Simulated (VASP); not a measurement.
# CdS (R3m) in VASP: single point with r2SCAN

Aim: the single point of CdS with r2SCAN.

All numbers are computed with VASP 6.6.1; they aren't measurements. Logs are shortened: lines on timing, memory, paths and dates and some standing lists are left out, and cuts for length are marked.

## 1. The cell of the first run

Symmetry: R3m, No. 160, trigonal system. Conventional cell: a = 4.074 Å, b = 4.074 Å, c = 10.366 Å, α = 90.00°, β = 90.00°, γ = 120.00°. Within 3.3 Å of Cd (site symmetry 3m) lie 4 S at 2.53 Å. Within 3.3 Å of S (site symmetry 3m) lie 4 Cd at 2.53 Å.

## 2. Single point, r2SCAN, non-collinear spin, zero start, spin-orbit coupling (epitaxial 111 strain -2.0%)

POSCAR

```
CdS
1.0
    0.0746129383      2.9550434845      2.9550434845
    2.9550434845      0.0746129383      2.9550434845
    2.9550434845      2.9550434845      0.0746129383
Cd S
1 1
Direct
    0.0028208299      0.0028208299      0.0028208299
    0.2471791701      0.2471791701      0.2471791701
```

INCAR.step1

```
PREC = Accurate
ENCUT = 520
ISMEAR = -1
SIGMA = 0.02
LREAL = False
LASPH = True
NELM = 150
LNONCOLLINEAR = True
MAGMOM = 0 0 0 0 0 0
LSORBIT = True
GGA_COMPAT = False
NBANDS = 30
GGA = PE
ALGO = Normal
EDIFF = 1E-4
LWAVE = True
LCHARG = False
```

INCAR.step2

```
PREC = Accurate
ENCUT = 520
EDIFF = 1E-6
ISMEAR = -1
SIGMA = 0.02
LREAL = False
LASPH = True
NELM = 150
ALGO = Normal
ISIF = 2
LWAVE = False
LCHARG = True
LNONCOLLINEAR = True
MAGMOM = 0 0 0 0 0 0
LORBIT = 11
LSORBIT = True
GGA_COMPAT = False
LORBMOM = True
METAGGA = R2SCAN
LMIXTAU = True
LVHAR = True
NBANDS = 30
ISTART = 1
```

KPOINTS

```
Automatic mesh
0
Gamma
  8 8 8
```

Potentials or basis: VASP PAW PBE potentials, release 64 (Cd, S).

Command:

```console
cat potpaw_PBE.64/Cd/POTCAR potpaw_PBE.64/S/POTCAR > POTCAR
cp INCAR.step1 INCAR
mpirun -np 1 vasp_ncl > vasp.out
cp INCAR.step2 INCAR
mpirun -np 1 vasp_ncl > vasp.out
```

OUTCAR:

```text
PREC = Accurate
   ENCUT = 520
   EDIFF = 1E-6
   ISMEAR = -1
   LREAL = False
   LASPH = True
   NELM = 150
   ISIF = 2
   LNONCOLLINEAR = True
   LORBIT = 11
   LSORBIT = True
   METAGGA = R2SCAN
   ISTART = 1

 ion  position               nearest neighbor table
   1  0.003  0.003  0.003-   2 2.53   2 2.53   2 2.53   2 2.53
   2  0.247  0.247  0.247-   1 2.53   1 2.53   1 2.53   1 2.53

  LATTYP: Found a trigonal (rhomboedric) cell.
 ALAT       =     4.1797285894
 COS(alpha) =     0.5250819760

  Lattice vectors:

 A1 = (   0.0746129383,   2.9550434845,   2.9550434845)
 A2 = (   2.9550434845,   0.0746129383,   2.9550434845)
 A3 = (   2.9550434845,   2.9550434845,   0.0746129383)

Analysis of symmetry for initial positions (statically):
=====================================================================
 Subroutine PRICEL returns:
 Original cell was already a primitive cell.

 Routine SETGRP: Setting up the symmetry group for a
 trigonal (rhombohedral) supercell.

 Subroutine GETGRP returns: Found  6 space group operations
 (whereof  6 operations were pure point group operations)
 out of a pool of 12 trial point group operations.

The static configuration has the point symmetry C_3v.

Analysis of symmetry for dynamics (positions and initial velocities):
=====================================================================
 Subroutine PRICEL returns:
 Original cell was already a primitive cell.

 Routine SETGRP: Setting up the symmetry group for a
 trigonal (rhombohedral) supercell.

 Subroutine GETGRP returns: Found  6 space group operations
 (whereof  6 operations were pure point group operations)
 out of a pool of 12 trial point group operations.

The dynamic configuration has the point symmetry C_3v.

Analysis of structural, dynamic, and magnetic symmetry:
=====================================================================
 Subroutine PRICEL returns:
 Original cell was already a primitive cell.

 Routine SETGRP: Setting up the symmetry group for a
 trigonal (rhombohedral) supercell.

 Subroutine GETGRP returns: Found  6 space group operations
 (whereof  6 operations were pure point group operations)
 out of a pool of 12 trial point group operations.

The overall configuration has the point symmetry C_3v.

 Subroutine INISYM returns: Found  6 space group operations
 (whereof  6 operations are pure point group operations),
 and found     1 'primitive' translations

----------------------------------------------------------------------------------------

                                     Primitive cell

  volume of cell :      49.6543

  direct lattice vectors                    reciprocal lattice vectors
     0.074612938  2.955043484  2.955043484    -0.175749296  0.171421026  0.171421026
     2.955043484  0.074612938  2.955043484     0.171421026 -0.175749296  0.171421026
     2.955043484  2.955043484  0.074612938     0.171421026  0.171421026 -0.175749296

  length of vectors
     4.179728589  4.179728589  4.179728589     0.299429710  0.299429710  0.299429710

  position of ions in fractional coordinates (direct lattice)
     0.002820830  0.002820830  0.002820830
     0.247179170  0.247179170  0.247179170

  ion indices of the primitive-cell ions
   primitive index   ion index
                 1           1
                 2           2

----------------------------------------------------------------------------------------

 KPOINTS: Automatic mesh

Automatic generation of k-mesh.
 Grid dimensions read from file:
 generate k-points for:    8    8    8

 Generating k-lattice:

  Cartesian coordinates                     Fractional coordinates (reciprocal lattice)
[... 93 lines left out ...]
 maximum number of plane-waves:      2706
   NGX = 15   NGY = 15   NGZ = 15

 number of electron      18.0000002 magnetization      -0.0000000      0.0000000      0.0000000

 number of electron      18.0000002 magnetization      -0.0000000      0.0000000     -0.0000000

 Free energy of the ion-electron system (eV)
  ---------------------------------------------------
  ext. energy  EPLUGINS =         0.00000000
  ---------------------------------------------------
  free energy    TOTEN  =       -29.69920216 eV

  energy without entropy =      -29.69920216  energy(sigma->0) =      -29.69920216

 E-fermi :   1.5126     XC(G=0):  -9.7320

 val. band max:        1.1115758123   @ k =   0.0000   0.0000   0.0000
 cond. band min:       2.6120577376   @ k =   0.0000   0.0000   0.0000
 fundamental gap:      1.5004819252
 Fermi energy:         1.5125968129

 k-point     1 :       0.0000    0.0000    0.0000
  band No.  band energies     occupation
      1     -11.8239      1.00000
      2     -11.8239      1.00000
      3      -7.1879      1.00000
      4      -7.1879      1.00000
      5      -7.1711      1.00000
      6      -7.1711      1.00000
[... 781 lines left out ...]
     29      13.8297      0.00000
     30      13.8413      0.00000

 [... further k-points ...]

------------------------ aborting loop because EDIFF is reached ----------------------------------------

  FORCE on cell =-STRESS in cart. coord.  units (eV):
  Direction    XX          YY          ZZ          XY          YZ          ZX
  --------------------------------------------------------------------------------------
  -------------------------------------------------------------------------------------
  Total        0.5098796      0.5098796      0.5098796     -0.2103315     -0.2103315     -0.2103315
  in kB       16.4520865     16.4520865     16.4520865     -6.7866838     -6.7866838     -6.7866838
  external PRESSURE =      16.4520865 kB  Pullay stress =       0.0000000 kB

 VOLUME and BASIS-vectors are now :
 -----------------------------------------------------------------------------
  energy-cutoff  :      520.00
  volume of cell :       49.65
      direct lattice vectors                 reciprocal lattice vectors
     0.074612938  2.955043484  2.955043484    -0.175749296  0.171421026  0.171421026
     2.955043484  0.074612938  2.955043484     0.171421026 -0.175749296  0.171421026
     2.955043484  2.955043484  0.074612938     0.171421026  0.171421026 -0.175749296

 POSITION                                       TOTAL-FORCE (eV/Angst)
 -----------------------------------------------------------------------------------
      0.01688      0.01688      0.01688         0.004417      0.004417      0.004417
      1.47929      1.47929      1.47929        -0.004417     -0.004417     -0.004417
 -----------------------------------------------------------------------------------
    total drift:                               -0.000271     -0.000271     -0.000271

  FREE ENERGIE OF THE ION-ELECTRON SYSTEM (eV)
  ---------------------------------------------------
  free  energy   TOTEN  =       -29.6992021606 eV

  energy  without entropy=      -29.6992021606  energy(sigma->0) =      -29.69920216

 orbital moment (x)

 # of ion     p       d       tot
 ----------------------------------------
  1         0.000  -0.000  -0.000
  2         0.000   0.000   0.000
 ----------------------------------------
            0.000  -0.000  -0.000

 orbital moment (y)

 # of ion     p       d       tot
 ----------------------------------------
  1         0.000   0.000   0.000
  2         0.000   0.000   0.000
 ----------------------------------------
            0.000   0.000   0.000

 orbital moment (z)

 # of ion     p       d       tot
 ----------------------------------------
  1         0.000   0.000   0.000
  2         0.000   0.000   0.000
 ----------------------------------------
            0.000   0.000   0.000

 Spin-Orbit-Coupling matrix elements

 Ion:    1  E_soc:     -0.0544354
 l=   1
     0.0000000    -0.0022492    -0.0022492
    -0.0022492     0.0000000    -0.0022492
    -0.0022492    -0.0022492     0.0000000
 l=   2
     0.0000000    -0.0013950     0.0000000    -0.0013950    -0.0054284
    -0.0013950     0.0000000    -0.0040713    -0.0013950    -0.0013571
     0.0000000    -0.0040713     0.0000000    -0.0040713     0.0000000
    -0.0013950    -0.0013950    -0.0040713     0.0000000    -0.0013571
    -0.0054284    -0.0013571     0.0000000    -0.0013571     0.0000000
 l=   3
     0.0000000     0.0000000     0.0000000     0.0000000     0.0000000     0.0000000     0.0000000
     0.0000000     0.0000000     0.0000000     0.0000000     0.0000000     0.0000000     0.0000000
     0.0000000     0.0000000     0.0000000     0.0000000     0.0000000     0.0000000     0.0000000
     0.0000000     0.0000000     0.0000000     0.0000000     0.0000000     0.0000000     0.0000000
     0.0000000     0.0000000     0.0000000     0.0000000     0.0000000     0.0000000     0.0000000
     0.0000000     0.0000000     0.0000000     0.0000000     0.0000000     0.0000000     0.0000000
     0.0000000     0.0000000     0.0000000     0.0000000     0.0000000     0.0000000     0.0000000

 Ion:    2  E_soc:     -0.0019560
 l=   1
     0.0000000    -0.0003260    -0.0003260
    -0.0003260     0.0000000    -0.0003260
    -0.0003260    -0.0003260     0.0000000
 l=   2
     0.0000000     0.0000000     0.0000000     0.0000000     0.0000000
     0.0000000     0.0000000     0.0000000     0.0000000     0.0000000
     0.0000000     0.0000000     0.0000000     0.0000000     0.0000000
     0.0000000     0.0000000     0.0000000     0.0000000     0.0000000
     0.0000000     0.0000000     0.0000000     0.0000000     0.0000000
 l=   3
     0.0000000     0.0000000     0.0000000     0.0000000     0.0000000     0.0000000     0.0000000
     0.0000000     0.0000000     0.0000000     0.0000000     0.0000000     0.0000000     0.0000000
     0.0000000     0.0000000     0.0000000     0.0000000     0.0000000     0.0000000     0.0000000
     0.0000000     0.0000000     0.0000000     0.0000000     0.0000000     0.0000000     0.0000000
     0.0000000     0.0000000     0.0000000     0.0000000     0.0000000     0.0000000     0.0000000
     0.0000000     0.0000000     0.0000000     0.0000000     0.0000000     0.0000000     0.0000000
     0.0000000     0.0000000     0.0000000     0.0000000     0.0000000     0.0000000     0.0000000

 total charge

# of ion       s       p       d       tot
------------------------------------------
    1        0.406   0.321   9.581  10.308
    2        1.311   2.432   0.000   3.743
--------------------------------------------------
tot          1.717   2.753   9.581  14.051

 magnetization (x)

# of ion       s       p       d       tot
------------------------------------------
    1        0.000   0.000   0.000   0.000
    2        0.000   0.000   0.000   0.000
--------------------------------------------------
tot          0.000   0.000   0.000   0.000

 magnetization (y)

# of ion       s       p       d       tot
------------------------------------------
    1        0.000   0.000   0.000   0.000
    2        0.000   0.000   0.000   0.000
--------------------------------------------------
tot          0.000   0.000   0.000   0.000

 magnetization (z)

# of ion       s       p       d       tot
------------------------------------------
    1        0.000   0.000   0.000   0.000
    2        0.000   0.000   0.000   0.000
--------------------------------------------------
tot          0.000   0.000   0.000   0.000
```

It took 14 min on 1 thread of AMD EPYC 9R45 (Zen 5), shared host; peak memory 0.5 GiB.

Results:

```yaml
Free_energy: -29.6992 eV
Pressure: 1.6 GPa
Largest_force: 0.008 eV/Å
Net_moment: 0.00 μB per cell
Valence_electrons_inside_the_program's_atomic_spheres: Cd 10.31; S 3.74
```

Forces on the atoms (eV/Å):
```
Cd   0.004  0.004  0.004
S   -0.004 -0.004 -0.004
```

Stress tensor (GPa, compression positive):
```
 1.65 -0.68 -0.68
-0.68  1.65 -0.68
-0.68 -0.68  1.65
```

Moments on the atoms (μB; x, y, z):
```
Cd  0.00 0.00 0.00
S   0.00 0.00 0.00
```

Caveat: the cell differs from its parent crystal (epitaxial 111 strain -2.0%); the structure was generated, so it needn't be the stable form of CdS; the PAW data sets were made with another functional, which shifts forces and pressure a little.
